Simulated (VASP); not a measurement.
# Ag in VASP: a series of runs, part 2 of 2

VASP 6.6.1. Earlier steps stand in the parts before.

### Step 3. Single point, r2SCAN

This run uses another cell than the first one, of 16.52 Å³/atom, 1.093 times its volume.

The input, POSCAR:

```
Ag
1.0
   -1.4358250541      2.0121921551      1.4335858719
    1.4331780034     -2.0132472715      1.4294537903
    1.4298541074      2.0174745267     -1.4321061304
Ag
1
Direct
    0.0000000000      0.0000000000      0.0000000000
```

The input, INCAR.step1:

```
SYSTEM = Ag
PREC = Accurate ; ENCUT = 520
ISMEAR = -1 ; SIGMA = 0.05
LREAL = .False. ; LASPH = .True.
NELM = 60 ; NBANDS = 12
GGA = PE ; ALGO = Normal
EDIFF = 1E-4 ; LWAVE = .True.
LCHARG = .False.
```

The input, INCAR.step2:

```
SYSTEM = Ag
PREC = Accurate ; ENCUT = 520
EDIFF = 1E-7 ; ISMEAR = -1
SIGMA = 0.05 ; LREAL = .False.
LASPH = .True. ; NELM = 60
ALGO = Normal ; ISIF = 2
LWAVE = .False. ; LCHARG = .False.
METAGGA = R2SCAN ; LMIXTAU = .True.
NBANDS = 12 ; ISTART = 1
```

The input, KPOINTS:

```
Automatic mesh
0
Gamma
  11 11 11
  0 0 0
```

Potentials or basis: VASP PAW PBE potentials, release 64 (Ag).

Started as:

```
$ cat potpaw_PBE.64/Ag/POTCAR > POTCAR
$ cp INCAR.step1 INCAR
$ mpirun -np 1 vasp_std > vasp.out
$ cp INCAR.step2 INCAR
$ mpirun -np 1 vasp_std > vasp.out
```

It took 75 s on 1 thread of Intel Xeon 6975P-C (Granite Rapids), shared host; peak memory 0.17 GiB.

It converged, with:

* Free energy: -21.3481 eV
* Pressure: 5.2 GPa

Levels at points of the mesh, in eV from the Fermi level:
| k point | band 3 | band 4 | band 5 | band 6 | band 7 | band 8 |
| --- | --- | --- | --- | --- | --- | --- |
| (0.00, 0.00, 0.00) | -5.53 | -5.51 | -4.44 | -4.41 | 16.46 | 20.36 |

Caveat: the PAW data sets were made with another functional, which shifts forces and pressure a little.

### Step 4. Single point, r2SCAN

This run uses another cell than the first one, of 17.25 Å³/atom, 1.142 times its volume.

The input, POSCAR:

```
Ag
1.0
   -1.4687038438      2.0367324845      1.4667120490
    1.4457868063     -2.0377029330      1.4423655823
    1.4627238311      2.0419076552     -1.4653181857
Ag
1
Direct
    0.0000000000      0.0000000000      0.0000000000
```

The input, INCAR.step1:

```
ALGO = Normal
EDIFF = 1E-4
ENCUT = 520
GGA = PE
ISMEAR = -1
LASPH = True
LCHARG = False
LREAL = False
LWAVE = True
NBANDS = 12
NELM = 100
PREC = Accurate
SIGMA = 0.05
```

The input, INCAR.step2:

```
ALGO = Normal
EDIFF = 1E-6
ENCUT = 520
ISIF = 2
ISMEAR = -1
ISTART = 1
LASPH = True
LCHARG = True
LELF = True
LMIXTAU = True
LREAL = False
LVHAR = True
LWAVE = False
METAGGA = R2SCAN
NBANDS = 12
NELM = 100
PREC = Accurate
SIGMA = 0.05
```

The input, KPOINTS:

```
k-points
0
Gamma
  11 11 11
```

Potentials or basis: VASP PAW PBE potentials, release 64 (Ag).

Started as:

```
$ cat potpaw_PBE.64/Ag/POTCAR > POTCAR
$ cp INCAR.step1 INCAR
$ mpirun -np 1 vasp_std > vasp.out
$ cp INCAR.step2 INCAR
$ mpirun -np 1 vasp_std > vasp.out
```

OUTCAR:

```text
EDIFF = 1E-6
   ENCUT = 520
   ISIF = 2
   ISMEAR = -1
   ISTART = 1
   LASPH = True
   LREAL = False
   METAGGA = R2SCAN
   NELM = 100
   PREC = Accurate

 ion  position               nearest neighbor table
   1  0.000  0.000  0.000-

  LATTYP: Found a triclinic cell.
 ALAT       =     2.8849525482
 B/A-ratio  =     1.4146585122
 C/A-ratio  =     1.0079674691
 COS(alpha) =     0.0001399464
 COS(beta)  =     0.4958169023
 COS(gamma) =     0.7073310220

  Lattice vectors:

 A1 = (   1.4457868063,  -2.0377029330,   1.4423655823)
 A2 = (   2.8855935999,   0.0032342737,   2.8861250279)
 A3 = (  -1.4627238311,  -2.0419076552,   1.4653181857)

Analysis of symmetry for initial positions (statically):
=====================================================================
 Subroutine PRICEL returns:
 Original cell was already a primitive cell.

 Routine SETGRP: Setting up the symmetry group for a
 triclinic supercell.

 Subroutine GETGRP returns: Found  2 space group operations
 (whereof  2 operations were pure point group operations)
 out of a pool of  2 trial point group operations.

[... 161 lines left out ...]

 val. band max:        8.5430834009   @ k =   0.0909   0.4545  -0.4545
 cond. band min:       8.5439198175   @ k =   0.4545   0.0909  -0.0000
 fundamental gap:      0.0008364166
 Fermi energy:         8.5434493194

 k-point     1 :       0.0000    0.0000    0.0000
  band No.  band energies     occupation
      1       0.3970      2.00000
      2       3.0987      2.00000
      3       3.1997      2.00000
      4       3.2036      2.00000
      5       4.1358      2.00000
      6       4.2398      2.00000
      7      24.8906      0.00000
      8      28.4077      0.00000
      9      28.6137      0.00000
     10      28.6220      0.00000
     11      33.4835      0.00000
     12      34.3849      0.00000
[... 331 lines left out ...]
 k-point    24 :       0.0000    0.3636   -0.4545
  band No.  band energies     occupation
      1       1.8364      2.00000
      2       3.1434      2.00000
      3       3.2904      2.00000
      4       4.4132      2.00000
      5       4.6759      2.00000
      6       6.8478      2.00000
      7      14.4320      0.00000
      8      23.6876      0.00000
      9      25.6146      0.00000
     10      27.4072      0.00000
     11      31.8624      0.00000
     12      32.2483      0.00000

 [... further k-points ...]
[... 5 lines left out ...]
  --------------------------------------------------------------------------------------
  -------------------------------------------------------------------------------------
  Total        0.0133357      0.0118214      0.0126757      0.0000568     -0.0000314     -0.0027581
  in kB        1.2383394      1.0977242      1.1770606      0.0052790     -0.0029165     -0.2561130
  external PRESSURE =       1.1710414 kB  Pullay stress =       0.0000000 kB

 VOLUME and BASIS-vectors are now :
 -----------------------------------------------------------------------------
  energy-cutoff  :      520.00
  volume of cell :       17.25
      direct lattice vectors                 reciprocal lattice vectors
    -1.468703844  2.036732484  1.466712049     0.002359236  0.245065706  0.343851907
     1.445786806 -2.037702933  1.442365582     0.346552289  0.000389698  0.346481757
     1.462723831  2.041907655 -1.465318186     0.343485408  0.245682415  0.002787856

 POSITION                                       TOTAL-FORCE (eV/Angst)
 -----------------------------------------------------------------------------------
      0.00000      0.00000      0.00000         0.000000     -0.000000      0.000000
 -----------------------------------------------------------------------------------
    total drift:                                0.000000      0.000000      0.000000

  FREE ENERGIE OF THE ION-ELECTRON SYSTEM (eV)
  ---------------------------------------------------
  free  energy   TOTEN  =       -21.3600962779 eV

  energy  without entropy=      -21.3571281020  energy(sigma->0) =      -21.35861219
```

OSZICAR.step1:

```text
N       E                     dE             d eps       ncg     rms          rms(c)
DAV:   1     0.519312809139E+02    0.51931E+02   -0.54664E+03 16136   0.825E+02
DAV:   2    -0.215737361587E+01   -0.54089E+02   -0.50989E+02 18568   0.193E+02
DAV:   3    -0.296842689269E+01   -0.81105E+00   -0.81059E+00 18528   0.250E+01
DAV:   4    -0.297090960284E+01   -0.24827E-02   -0.24826E-02 18704   0.145E+00
DAV:   5    -0.297092918346E+01   -0.19581E-04   -0.19580E-04 18268   0.116E-01    0.505E+00
DAV:   6    -0.272604065855E+01    0.24489E+00   -0.96179E-01 17500   0.878E+00    0.328E+00
DAV:   7    -0.271812915951E+01    0.79115E-02   -0.10044E-02 18548   0.943E-01    0.186E+00
DAV:   8    -0.271529384201E+01    0.28353E-02   -0.69882E-04 18108   0.199E-01    0.950E-02
DAV:   9    -0.271529969427E+01   -0.58523E-05   -0.67398E-06 10628   0.200E-02
   1 F= -.27152997E+01 E0= -.27139616E+01  d E =-.267621E-02
```

Run time: 2.9 min. Hardware: 1 thread of Intel Xeon 6975P-C (Granite Rapids), shared host; peak memory 0.25 GiB.

What came out:

```yaml
Free_energy: -21.3601 eV
Pressure: 0.1 GPa
```

Levels at points of the mesh, in eV from the Fermi level:
```
           k point  band 2  band 3  band 4  band 5  band 6  band 7  band 8  band 9
(0.00, 0.00, 0.00)   -5.44   -5.34   -5.34   -4.41   -4.30   16.35   19.86   20.07
```

Caveat: the PAW data sets were made with another functional, which shifts forces and pressure a little.

### Step 5. Summary

```csv
cell,gap on the mesh (eV),pressure (GPa)
"a = 2.775 Å, angles 120.0, 90.0, 120.0°, 1 atom",none,20.5
"a = 2.858, b = 2.855 Å, angles 119.8, 90.3, 119.8°, 1 atom",none,5.2
"a = 2.908, b = 2.885 Å, angles 119.7, 90.9, 119.7°, 1 atom",none,0.1
```

Alike in all rows: task single point; level r2SCAN; potentials or basis VASP PAW PBE potentials, release 64 (Ag); no spin polarisation; k mesh 11 × 11 × 11; cutoff (eV) 520; smearing fermi-dirac 0.05 eV.

Caveats: the PAW data sets were made with another functional, which shifts forces and pressure a little.

Total energies depend on the potentials used, so only differences within one code and one set of settings carry meaning.
